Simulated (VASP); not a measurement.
# B (Fm-3m) in VASP: single point with LDA

Aim: the single point of B with LDA.

Everything below comes from runs of VASP 6.6.1. Logs are shortened: lines on timing, memory, paths and dates and some standing lists are left out, and cuts for length are marked.

### Step 1. The cell of the first run

Symmetry: Fm-3m, No. 225, cubic system. Conventional cell: a = 2.838 Å, b = 2.838 Å, c = 2.838 Å, α = 90.00°, β = 90.00°, γ = 90.00°. Within 2.7 Å of B (site symmetry m-3m) lie 12 B at 2.01 Å.

### Step 2. Single point, LDA

INCAR

```
SYSTEM = B
ALGO = Normal
EDIFF = 1E-6
ENCUT = 520
GGA = CA
ISIF = 2
ISMEAR = -1
LASPH = .True.
LCHARG = .False.
LREAL = .False.
LWAVE = .False.
NBANDS = 8
NELM = 100
PREC = Accurate
SIGMA = 0.13605693000000002
```

KPOINTS

```
k-points
0
Gamma
  18 18 18
  0 0 0
```

POSCAR

```
B
1.0
    0.0000000000      1.4187941890      1.4187941890
    1.4187941890      0.0000000000      1.4187941890
    1.4187941890      1.4187941890      0.0000000000
B
1
Direct
    0.0000000000      0.0000000000      0.0000000000
```

Potentials or basis: VASP PAW LDA potentials, release 64 (B).

Run with:

```console
$ cat potpaw_LDA.64/B/POTCAR > POTCAR
$ mpirun -np 1 vasp_std > vasp.out
```

OUTCAR:

```text
SYSTEM = B
   EDIFF = 1E-6
   ENCUT = 520
   GGA = CA
   ISIF = 2
   ISMEAR = -1
   LASPH = .True.
   LREAL = .False.
   NELM = 100
   PREC = Accurate

 ion  position               nearest neighbor table
   1  0.000  0.000  0.000-

  LATTYP: Found a face centered cubic cell.
 ALAT       =     2.8375883780

  Lattice vectors:

 A1 = (   0.0000000000,   1.4187941890,   1.4187941890)
 A2 = (   1.4187941890,   0.0000000000,   1.4187941890)
 A3 = (   1.4187941890,   1.4187941890,   0.0000000000)

Analysis of symmetry for initial positions (statically):
=====================================================================
 Subroutine PRICEL returns:
 Original cell was already a primitive cell.

 Routine SETGRP: Setting up the symmetry group for a
 face centered cubic supercell.

 Subroutine GETGRP returns: Found 48 space group operations
 (whereof 48 operations were pure point group operations)
 out of a pool of 48 trial point group operations.

The static configuration has the point symmetry O_h .

Analysis of symmetry for dynamics (positions and initial velocities):
=====================================================================
 Subroutine PRICEL returns:
 Original cell was already a primitive cell.

 Routine SETGRP: Setting up the symmetry group for a
 face centered cubic supercell.

 Subroutine GETGRP returns: Found 48 space group operations
 (whereof 48 operations were pure point group operations)
 out of a pool of 48 trial point group operations.

The dynamic configuration has the point symmetry O_h .

 Subroutine INISYM returns: Found 48 space group operations
 (whereof 48 operations are pure point group operations),
 and found     1 'primitive' translations

----------------------------------------------------------------------------------------

                                     Primitive cell

  volume of cell :       5.7120

  direct lattice vectors                    reciprocal lattice vectors
     0.000000000  1.418794189  1.418794189    -0.352411931  0.352411931  0.352411931
     1.418794189  0.000000000  1.418794189     0.352411931 -0.352411931  0.352411931
     1.418794189  1.418794189  0.000000000     0.352411931  0.352411931 -0.352411931

  length of vectors
     2.006477984  2.006477984  2.006477984     0.610395370  0.610395370  0.610395370

  position of ions in fractional coordinates (direct lattice)
     0.000000000  0.000000000  0.000000000

  ion indices of the primitive-cell ions
   primitive index   ion index
                 1           1

----------------------------------------------------------------------------------------

 KPOINTS: k-points

Automatic generation of k-mesh.
 Grid dimensions read from file:
 generate k-points for:   18   18   18

 Generating k-lattice:

  Cartesian coordinates                     Fractional coordinates (reciprocal lattice)
    -0.019578441  0.019578441  0.019578441     0.055555556  0.000000000  0.000000000
     0.019578441 -0.019578441  0.019578441     0.000000000  0.055555556  0.000000000
     0.019578441  0.019578441 -0.019578441     0.000000000  0.000000000  0.055555556

  Length of vectors
     0.033910854  0.033910854  0.033910854

  Shift w.r.t. Gamma in fractional coordinates (k-lattice)
     0.000000000  0.000000000  0.000000000

 Subroutine IBZKPT returns following result:
 ===========================================

 Found    195 irreducible k-points:

 Following reciprocal coordinates:
            Coordinates               Weight
  0.000000  0.000000  0.000000      1.000000
  0.055556  0.000000  0.000000      8.000000
  0.111111  0.000000  0.000000      8.000000
  0.166667  0.000000  0.000000      8.000000
  0.222222  0.000000  0.000000      8.000000
  0.277778  0.000000  0.000000      8.000000
[... 16 lines left out ...]
 -0.277778  0.055556  0.000000     24.000000
 -0.222222  0.055556  0.000000     24.000000
 [... further k-points ...]
   k-points           NKPTS =    195   k-points in BZ     NKDIM =    195   number of bands    NBANDS=      8
   number of dos      NEDOS =    301   number of ions     NIONS =      1
   total plane-waves  NPLWV =   4096
   dimension x,y,z NGX =    16 NGY =   16 NGZ =   16
   dimension x,y,z NGXF=    32 NGYF=   32 NGZF=   32
   ions per type =               1
   NGX,Y,Z   is equivalent  to a cutoff of  13.26, 13.26, 13.26 a.u.
   NGXF,Y,Z  is equivalent  to a cutoff of  26.51, 26.51, 26.51 a.u.
 SYSTEM =  B
   PREC   = accura    normal or accurate (medium, high low for compatibility)
   ISTART =      0    job   : 0-new  1-cont  2-samecut
   ICHARG =      2    charge: 1-file 2-atom 10-const
   ISPIN  =      1    spin polarized calculation?
   LNONCOLLINEAR =      F non collinear calculations
   LSORBIT =      F    spin-orbit coupling
   LASPH  =      T    aspherical Exc in radial PAW
   ENCUT  =  520.0 eV  38.22 Ry    6.18 a.u.   3.73  3.73  3.73*2*pi/ulx,y,z
   NELM   =    100;   NELMIN=  2; NELMDL= -5     # of ELM steps
   EDIFF  = 0.1E-05   stopping-criterion for ELM
   LREAL  =      F    real-space projection
   EDIFFG = 0.1E-04   stopping-criterion for IOM
   NSW    =      0    number of steps for IOM
   IBRION =     -1    ionic relax: 0-MD 1-quasi-New 2-CG
   NFREE  =      0    steps in history (QN), initial steepest desc. (CG)
   ISIF   =      2    stress and relaxation
   ISYM   =      2    0-nonsym 1-usesym 2-fastsym
   POTIM  = 0.5000    time-step for ionic-motion
   TEBEG  =    0.0;   TEEND  =   0.0 temperature during run
   PSTRESS=    0.0 pullay stress
   NELECT =       3.0000    total number of electrons
   NUPDOWN=      -1.0000    fix difference up-down
   EMIN   =  10.00;   EMAX   =-10.00  energy-range for DOS
   EFERMI =   0.00;   METHOD = LEGACY
   ISMEAR =    -1;   SIGMA  =   0.14  broadening in eV -4-tet -1-fermi 0-gaus
   EFERMI_NEDOS =   21; number of points for ismear=-14 and -15
   IALGO  =     38    algorithm
   IMIX   =      4    mixing-type and parameters
     AMIX     =   0.40;   BMIX     =  1.00
     AMIX_MAG =   1.60;   BMIX_MAG =  1.00
  volume/ion in A,a.u.               =       5.71        38.55
  Fermi-wavevector in a.u.,A,eV,Ry     =   1.320847  2.496039 23.737225  1.744637
  Thomas-Fermi vector in A             =   2.450644
   LORBIT       =      0    0 simple, 1 ext, 2 COOP (PROOUT), +10 PAW based schemes
   GGA     = CA    functional components
   LHFCALC =     F    Hartree Fock is set to
   AEXX    =    0.0000 exact exchange contribution
   IVDW    =     0    specifies the selected vdW correction
   LEPSILON=     F    determine dielectric tensor
   LRPA    =     F    only Hartree local field effects (RPA)
 non-spin polarized calculation
  energy-cutoff  :      520.00
  volume of cell :        5.71
 maximum number of plane-waves:       169
   NGX =  7   NGY =  7   NGZ =  7

 number of electron       3.0000000 magnetization

 Free energy of the ion-electron system (eV)
  ---------------------------------------------------
  ext. energy  EPLUGINS =         0.00000000
  ---------------------------------------------------
  free energy    TOTEN  =        -6.12317624 eV

  energy without entropy =       -6.11025270  energy(sigma->0) =       -6.11671447

 E-fermi :  11.1771     XC(G=0): -13.1579

 val. band max:       11.1437992357   @ k =  -0.3889   0.5000   0.1111
 cond. band min:      11.2088919509   @ k =  -0.3333   0.5000   0.1667
 fundamental gap:      0.0650927152
 Fermi energy:        11.1771474647

 k-point     1 :       0.0000    0.0000    0.0000
  band No.  band energies     occupation
      1      -8.2512      2.00000
      2      27.2564      0.00000
      3      27.2564      0.00000
      4      27.2564      0.00000
      5      44.3026      0.00000
      6      44.3026      0.00000
      7      44.3026      0.00000
      8      48.1512      0.00000

 k-point     2 :       0.0556    0.0000    0.0000
  band No.  band energies     occupation
      1      -8.1157      2.00000
      2      26.5975      0.00000
      3      27.1168      0.00000
      4      27.1168      0.00000
      5      42.8404      0.00000
      6      44.6153      0.00000
      7      44.6153      0.00000
      8      50.5430      0.00000

 k-point     3 :       0.1111    0.0000    0.0000
  band No.  band energies     occupation
      1      -7.7092      2.00000
      2      24.7168      0.00000
      3      26.7428      0.00000
      4      26.7428      0.00000
      5      41.4395      0.00000
      6      45.3846      0.00000
      7      45.3846      0.00000
      8      52.3378      0.00000

 k-point     4 :       0.1667    0.0000    0.0000
  band No.  band energies     occupation
      1      -7.0325      2.00000
      2      21.9562      0.00000
      3      26.2360      0.00000
      4      26.2360      0.00000
      5      41.0356      0.00000
      6      45.9697      0.00000
      7      45.9697      0.00000
      8      50.2216      0.00000

 k-point     5 :       0.2222    0.0000    0.0000
  band No.  band energies     occupation
      1      -6.0876      2.00000
      2      18.7616      0.00000
      3      25.6991      0.00000
      4      25.6991      0.00000
      5      41.4077      0.00000
      6      45.4728      0.00000
      7      45.4728      0.00000
      8      48.2516      0.00000
[... 177 lines left out ...]
 k-point    22 :      -0.3333    0.0556    0.0000
  band No.  band energies     occupation
      1      -2.7684      2.00000
      2      11.3315      0.48671
      3      23.5921      0.00000
      4      25.0971      0.00000
      5      40.5950      0.00000
      6      42.3518      0.00000
      7      44.0909      0.00000
      8      47.8868      0.00000

 k-point    23 :      -0.2778    0.0556    0.0000
  band No.  band energies     occupation
      1      -4.2998      2.00000
      2      14.4534      0.00000
      3      23.8150      0.00000
      4      25.6504      0.00000
      5      41.6447      0.00000
      6      43.1486      0.00000
      7      43.4145      0.00000
      8      48.9326      0.00000

 k-point    24 :      -0.2222    0.0556    0.0000
  band No.  band energies     occupation
      1      -5.5928      2.00000
      2      17.7199      0.00000
      3      24.2053      0.00000
      4      26.2181      0.00000
      5      41.3128      0.00000
      6      44.0536      0.00000
      7      44.7260      0.00000
      8      49.9482      0.00000

 [... further k-points ...]

------------------------ aborting loop because EDIFF is reached ----------------------------------------

  FORCE on cell =-STRESS in cart. coord.  units (eV):
  Direction    XX          YY          ZZ          XY          YZ          ZX
  --------------------------------------------------------------------------------------
  -------------------------------------------------------------------------------------
  Total       -0.0097691     -0.0097691     -0.0097691      0.0000000      0.0000000      0.0000000
  in kB       -2.7401635     -2.7401635     -2.7401635      0.0000000      0.0000000      0.0000000
  external PRESSURE =      -2.7401635 kB  Pullay stress =       0.0000000 kB

 VOLUME and BASIS-vectors are now :
 -----------------------------------------------------------------------------
  energy-cutoff  :      520.00
  volume of cell :        5.71
      direct lattice vectors                 reciprocal lattice vectors
     0.000000000  1.418794189  1.418794189    -0.352411931  0.352411931  0.352411931
     1.418794189  0.000000000  1.418794189     0.352411931 -0.352411931  0.352411931
     1.418794189  1.418794189  0.000000000     0.352411931  0.352411931 -0.352411931

 POSITION                                       TOTAL-FORCE (eV/Angst)
 -----------------------------------------------------------------------------------
      0.00000      0.00000      0.00000         0.000000      0.000000      0.000000
 -----------------------------------------------------------------------------------
    total drift:                                0.000000     -0.000000     -0.000000

  FREE ENERGIE OF THE ION-ELECTRON SYSTEM (eV)
  ---------------------------------------------------
  free  energy   TOTEN  =        -6.1231762388 eV

  energy  without entropy=       -6.1102526966  energy(sigma->0) =       -6.11671447
```

Run time: 3.4 s. Hardware: 1 thread of Intel Xeon Platinum 8559C (Emerald Rapids), shared host; peak memory 0.1 GiB.

Results:

```yaml
Free_energy: -6.1232 eV
Pressure: -0.3 GPa
```
